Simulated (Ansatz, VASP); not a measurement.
One calculation of SnPb5Se6, two programs

The input INCAR:

```
SYSTEM = SnPb5Se6
PREC     = Accurate       ! precision mode
ENCUT    = 520            ! plane-wave cutoff, eV
EDIFF    = 1E-6           ! SCF threshold, eV
ISMEAR   = 0              ! smearing method
SIGMA    = 0.2            ! smearing width, eV
LREAL    = .FALSE.        ! projectors in reciprocal space
LASPH    = .TRUE.         ! aspherical terms in the spheres
NELM     = 100            ! most SCF steps
ALGO     = Normal         ! electronic algorithm
ISIF     = 2              ! what is computed and relaxed
LWAVE    = .FALSE.        ! write WAVECAR
LCHARG   = .FALSE.        ! write CHGCAR
GGA      = PE             ! functional
NBANDS   = 72             ! bands
```

KPOINTS

```
Automatic mesh
0
G
  6 6 1
  0 0 0
```

POSCAR

```
SnPb5Se6
1.0
    4.3806086895     -0.0000000289      0.0000000000
   -2.1903043197      3.7937184236      0.0000000000
    0.0000000000      0.0000000000     21.4533616000
Sn Pb Se
1 5 6
Direct
    0.0000000000      0.0000000000      0.5000000000
    0.0000000000      0.0000000000      0.0000000000
    0.3333333333      0.6666666667      0.8319690000
    0.6666666667      0.3333333333      0.6639660000
    0.3333333333      0.6666666667      0.3360340000
    0.6666666667      0.3333333333      0.1680310000
    0.6666666667      0.3333333333      0.9159790000
    0.0000000000      0.0000000000      0.7479500000
    0.3333333333      0.6666666667      0.5794590000
    0.6666666667      0.3333333333      0.4205410000
    0.0000000000      0.0000000000      0.2520500000
    0.3333333333      0.6666666667      0.0840210000
```

Input for Ansatz:

```yaml
crystal:
  lattice:
    - [4.3806086895, -2.89e-08, 0.0]
    - [-2.1903043197, 3.7937184236, 0.0]
    - [0.0, 0.0, 21.4533616]
  atoms:
    - { symbol: Sn, position: [0.0, 0.0, 0.5] }
    - { symbol: Pb, position: [0.0, 0.0, 0.0] }
    - { symbol: Pb, position: [0.3333333333, 0.6666666667, 0.831969] }
    - { symbol: Pb, position: [0.6666666667, 0.3333333333, 0.663966] }
    - { symbol: Pb, position: [0.3333333333, 0.6666666667, 0.336034] }
    - { symbol: Pb, position: [0.6666666667, 0.3333333333, 0.168031] }
    - { symbol: Se, position: [0.6666666667, 0.3333333333, 0.915979] }
    - { symbol: Se, position: [0.0, 0.0, 0.74795] }
    - { symbol: Se, position: [0.3333333333, 0.6666666667, 0.579459] }
    - { symbol: Se, position: [0.6666666667, 0.3333333333, 0.420541] }
    - { symbol: Se, position: [0.0, 0.0, 0.25205] }
    - { symbol: Se, position: [0.3333333333, 0.6666666667, 0.084021] }
basis:
  ecutwfc: 420
kpoints:
  mp_grid: { grid: [6, 6, 1] }
hamiltonian:
  xc: pbe
scf:
  occupations: { method: gaussian, width: 0.2 }
  lower_state_search: "off"
output:
  forces: true
  stress: true
  eigenvalues: true
```

Alike in both runs: task single point; functional PBE; k mesh 6 × 6 × 1; occupations gaussian, width 0.2 eV; no spin polarisation.

|  | VASP | Ansatz |
| --- | --- | --- |
| version | VASP 6.6.1 | Ansatz 0.2.0 |
| potentials or method | VASP PAW PBE potentials, release 64 (Sn_d, Pb_d, Se), cutoff 520 eV | scalar-relativistic, plane waves, PAW |
| valence electrons in the cell | 120 | 180 |

```tsv
	VASP	Ansatz	Ansatz less VASP
gap on the k mesh at the Fermi level (eV)	0.26	0.26	-0.003
least direct gap on the mesh (eV)	0.27	0.27	-0.004
pressure (GPa)	-0.1	-0.1	+0.02
rms of the force components (eV/Å)	0.006	0.006	+0.0001
```

Atom by atom the forces differ by 0.000 eV/Å (rms over components). The functional is the same, so the differences come from potentials, cutoffs and numerics. VASP's potentials hold 120 valence electrons a cell and Ansatz's 180, so a difference there can come from the potentials and not from the codes.

Neither program's run includes spin-orbit coupling.
